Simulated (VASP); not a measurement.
# HfN (Fm-3m) in VASP: vibrations by perturbation theory with PBEsol

Aim: the vibrations by perturbation theory of HfN with PBEsol.

Everything below comes from runs of VASP 6.6.1. Logs are shortened: lines on timing, memory, paths and dates and some standing lists are left out, and cuts for length are marked.

## 1. The cell of the first run

It takes space group Fm-3m (No. 225, cubic). The conventional cell has a = 4.502 Å, b = 4.502 Å, c = 4.502 Å, α = 90.00°, β = 90.00°, γ = 90.00°. Within 3.0 Å of Hf (site symmetry m-3m) lie 6 N at 2.25 Å. Within 3.0 Å of N (site symmetry m-3m) lie 6 Hf at 2.25 Å.

## 2. Vibrations by perturbation theory, PBEsol

File INCAR:

```
PREC     = Accurate       # precision mode
ENCUT    = 520            # plane-wave cutoff, eV
EDIFF    = 1E-8           # SCF threshold, eV
ISMEAR   = -1             # smearing method
SIGMA    = 0.15           # smearing width, eV
LREAL    = False          # projectors in reciprocal space
LASPH    = True           # aspherical terms in the spheres
NELM     = 60             # most SCF steps
ALGO     = Normal         # electronic algorithm
ISIF     = 2              # what is computed and relaxed
LWAVE    = False          # write WAVECAR
LCHARG   = True           # write CHGCAR
GGA      = PS             # functional
IBRION   = 8              # ionic algorithm
NSW      = 1              # ionic steps
```

File KPOINTS:

```
Automatic mesh
0
Gamma
  16 16 16
```

File POSCAR:

```
HfN
1.0
    0.0000000000      2.2511636239      2.2511636239
    2.2511636239      0.0000000000      2.2511636239
    2.2511636239      2.2511636239      0.0000000000
Hf N
1 1
Direct
    0.0000000000      0.0000000000      0.0000000000
    0.5000000000      0.5000000000      0.5000000000
```

Potentials or basis: VASP PAW PBE potentials, release 64 (Hf_pv, N).

Started as:

```console
cat potpaw_PBE.64/Hf_pv/POTCAR potpaw_PBE.64/N/POTCAR > POTCAR
mpirun -np 1 vasp_std > vasp.out
```

OUTCAR:

```text
PREC = Accurate
   ENCUT = 520
   EDIFF = 1E-8
   ISMEAR = -1
   LREAL = False
   LASPH = True
   NELM = 60
   ISIF = 2
   GGA = PS
   IBRION = 8
   NSW = 1

 ion  position               nearest neighbor table
   1  0.000  0.000  0.000-   2 2.25   2 2.25   2 2.25   2 2.25   2 2.25   2 2.25
   2  0.500  0.500  0.500-   1 2.25   1 2.25   1 2.25   1 2.25   1 2.25   1 2.25

  LATTYP: Found a face centered cubic cell.
 ALAT       =     4.5023272478

  Lattice vectors:

 A1 = (   0.0000000000,   2.2511636239,   2.2511636239)
 A2 = (   2.2511636239,   0.0000000000,   2.2511636239)
 A3 = (   2.2511636239,   2.2511636239,   0.0000000000)

Analysis of symmetry for initial positions (statically):
=====================================================================
 Subroutine PRICEL returns:
 Original cell was already a primitive cell.

 Routine SETGRP: Setting up the symmetry group for a
 face centered cubic supercell.

 Subroutine GETGRP returns: Found 48 space group operations
 (whereof 48 operations were pure point group operations)
 out of a pool of 48 trial point group operations.

The static configuration has the point symmetry O_h .

Analysis of symmetry for dynamics (positions and initial velocities):
=====================================================================
 Subroutine PRICEL returns:
 Original cell was already a primitive cell.

 Routine SETGRP: Setting up the symmetry group for a
 face centered cubic supercell.

 Subroutine GETGRP returns: Found 48 space group operations
 (whereof 48 operations were pure point group operations)
 out of a pool of 48 trial point group operations.

The dynamic configuration has the point symmetry O_h .

 Subroutine INISYM returns: Found 48 space group operations
 (whereof 48 operations are pure point group operations),
 and found     1 'primitive' translations

----------------------------------------------------------------------------------------

[... 495 lines left out ...]

 VOLUME and BASIS-vectors are now :
 -----------------------------------------------------------------------------
  energy-cutoff  :      520.00
  volume of cell :       22.82
      direct lattice vectors                 reciprocal lattice vectors
     0.000000000  2.251163624  2.251163624    -0.222107356  0.222107356  0.222107356
     2.251163624  0.000000000  2.251163624     0.222107356 -0.222107356  0.222107356
     2.251163624  2.251163624  0.000000000     0.222107356  0.222107356 -0.222107356

 POSITION                                       TOTAL-FORCE (eV/Angst)
 -----------------------------------------------------------------------------------
      0.00000      0.00000      0.00000         0.000000     -0.000000      0.000000
      2.25116      2.25116      2.25116        -0.000000      0.000000     -0.000000
 -----------------------------------------------------------------------------------
    total drift:                                0.000000     -0.000000     -0.000000

  FREE ENERGIE OF THE ION-ELECTRON SYSTEM (eV)
  ---------------------------------------------------
  free  energy   TOTEN  =       -23.0144522102 eV

  energy  without entropy=      -22.9716550204  energy(sigma->0) =      -22.99305362

[... ionic steps 2 to 3 ...]

--------------------------------------- Ionic step        4  -------------------------------------------

------------------------ aborting loop because EDIFF is reached ----------------------------------------

[... ionic steps 5 to 6 ...]

--------------------------------------- Ionic step        7  -------------------------------------------

 Free energy of the ion-electron system (eV)
  ---------------------------------------------------
  ---------------------------------------------------
  free energy    TOTEN  =        -0.23217042 eV

  energy without entropy =       -0.23217042

------------------------ aborting loop because EDIFF is reached ----------------------------------------

 INTERNAL STRAIN TENSOR  FOR ION    2  DIRECTION 1   (eV/Angst):
 -----------------------------------------------------------------------------
     0.00823 -0.00000  0.00000
    -0.00000 -0.00583 -0.00000
     0.00000 -0.00000 -0.00583

 INTERNAL STRAIN TENSOR FOR ION    2 for displacements in x,y,z  (eV/Angst):
          X           Y           Z          XY          YZ          ZX
  --------------------------------------------------------------------------------
  x     0.00000     0.00000     0.00000     0.00000     0.00000     0.00000
  y     0.00000     0.00000     0.00000     0.00000     0.00000     0.00000
  z     0.00000     0.00000     0.00000     0.00000     0.00000     0.00000

 SECOND DERIVATIVES (NOT SYMMETRIZED)
 ------------------------------------
               1X          1Y          1Z          2X          2Y          2Z
  1X   -12.036571    0.000000    0.000000   12.036571    0.000000    0.000000
  1Y     0.000000  -12.036571    0.000000    0.000000   12.036571    0.000000
  1Z     0.000000    0.000000  -12.036571    0.000000    0.000000   12.036571
  2X    12.042296    0.000000    0.000000  -12.042296    0.000000    0.000000
  2Y     0.000000   12.042296    0.000000    0.000000  -12.042296    0.000000
  2Z     0.000000    0.000000   12.042296    0.000000    0.000000  -12.042296

 Eigenvectors and eigenvalues of the dynamical matrix
 ----------------------------------------------------

   1 f  =   15.056243 THz    94.601163 2PiTHz  502.222200 cm-1    62.267589 meV
             X         Y         Z           dx          dy          dz
      0.000000  0.000000  0.000000     0.000000    0.269636    0.000000
      2.251164  2.251164  2.251164     0.000000   -0.962962    0.000000
[... 21 lines left out ...]
   6 f/i=    0.000930 THz     0.005840 2PiTHz    0.031005 cm-1     0.003844 meV
             X         Y         Z           dx          dy          dz
      0.000000  0.000000  0.000000     0.000000    0.000000    0.962962
      2.251164  2.251164  2.251164     0.000000    0.000000    0.269636

--------------------------------------------------------------------------------------------------------

 ELASTIC MODULI CONTR FROM IONIC RELAXATION (kBar)
 Direction    XX          YY          ZZ          XY          YZ          ZX
 --------------------------------------------------------------------------------
 XX           0.0000      0.0000      0.0000      0.0000      0.0000      0.0000
 YY           0.0000      0.0000      0.0000      0.0000      0.0000      0.0000
 ZZ           0.0000      0.0000      0.0000      0.0000      0.0000      0.0000
 XY           0.0000      0.0000      0.0000      0.0000      0.0000      0.0000
 YZ           0.0000      0.0000      0.0000      0.0000      0.0000      0.0000
 ZX           0.0000      0.0000      0.0000      0.0000      0.0000      0.0000
 --------------------------------------------------------------------------------
```

OSZICAR:

```text
N       E                     dE             d eps       ncg     rms          rms(c)
DAV:   1     0.390587065543E+02    0.39059E+02   -0.82228E+03  3190   0.128E+03
DAV:   2    -0.234866084372E+02   -0.62545E+02   -0.58779E+02  4289   0.257E+02
DAV:   3    -0.257217814011E+02   -0.22352E+01   -0.22099E+01  4114   0.420E+01
DAV:   4    -0.257421648860E+02   -0.20383E-01   -0.20204E-01  3807   0.398E+00
[... 56 lines left out ...]
RMM:  13    -0.232170422359E+00   -0.23239E-08   -0.39956E-07  9777   0.195E-04    0.321E-06
RMM:  14    -0.232170422146E+00    0.21352E-09   -0.39827E-07  7894   0.195E-04    0.973E-07
RMM:  15    -0.232170421188E+00    0.95720E-09   -0.40065E-07  7024   0.194E-04    0.149E-07
RMM:  16    -0.232170421170E+00    0.18069E-10   -0.39887E-07  6680   0.194E-04    0.118E-07
RMM:  17    -0.232170420994E+00    0.17595E-09   -0.39793E-07  6476   0.194E-04    0.588E-08
 Linear response finished
```

stdout:

```text
POSCAR found type information on POSCAR HfN
 POSCAR found :  2 types and       2 ions
 scaLAPACK will be used
 -----------------------------------------------------------------------------
|                                                                             |
|                                                                             |
|     You enforced a specific xc type in the INCAR file but a different       |
|     I HOPE YOU KNOW WHAT YOU ARE DOING!                                     |
|                                                                             |
 -----------------------------------------------------------------------------

 LDA part: xc-table for (Slater+PW92), standard interpolation
 POSCAR, INCAR and KPOINTS ok, starting setup
 FFT: planning ... GRIDC
 FFT: planning ... GRID_SOFT
 FFT: planning ... GRID
 WAVECAR not read
 entering main loop
 Linear response reoptimize wavefunctions to high precision
 Linear response DOF=           2
 Linear response progress:
 first order change of Fermi-energy   0.21271E-03
 force on displaced ion       1 direction 1 : -12.037   0.000   0.000
 Linear response progress:
 first order change of Fermi-energy   0.15900E-03
 force on displaced ion       2 direction 1 : -12.042   0.000   0.000
 Linear response finished
```

Run time: 11 min. Hardware: 1 thread of Intel Xeon 8259CL, shared host; peak memory 0.36 GiB.

What came out:

```
Highest phonon frequency at Γ : 502 cm⁻¹
```

Phonon frequencies in cm⁻¹ (negative: imaginary):
```tsv
q point	frequencies
(0.000, 0.000, 0.000)	0 0 0 502 502 502
```

Caveat: the cell stands under pressure or tension, which shifts response properties; spin-orbit coupling is left out, which moves the levels of the heavy elements.
